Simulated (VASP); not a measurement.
A run of VASP 6.6.1 is set up as follows.

Contents of INCAR:

```
ALGO = Normal ; EDIFF = 1E-6
ENCUT = 520 ; GGA = PS
ISIF = 2 ; ISMEAR = 0
LASPH = T ; LCHARG = F
LREAL = F ; LWAVE = F
NBANDS = 11 ; NELM = 80
PREC = Accurate ; SIGMA = 0.1
```

The input KPOINTS:

```
k-points
0
Gamma
  14 14 14
```

Contents of POSCAR:

```
Si
1.0
   -2.3713723000      2.3713723000      1.3292653900
    2.3713723000     -2.3713723000      1.3292653900
    2.3713723000      2.3713723000     -1.3292653900
Si
2
Direct
    0.2500000000      0.7500000000      0.5000000000
    0.5000000000      0.5000000000      0.0000000000
```

Potentials or basis: VASP PAW PBE potentials, release 64 (Si).

Run with:

```console
$ cat potpaw_PBE.64/Si/POTCAR > POTCAR
$ mpirun -np 1 vasp_std > vasp.out
```

(1) Predict the band gap on the k mesh.

(2) Predict the pressure.

## Answers

(1) zero (bands 4 and 5 overlap by 6.45 eV).

(2) 0.8 GPa.

Caveat: the PAW data sets were made with another functional, which shifts forces and pressure a little.
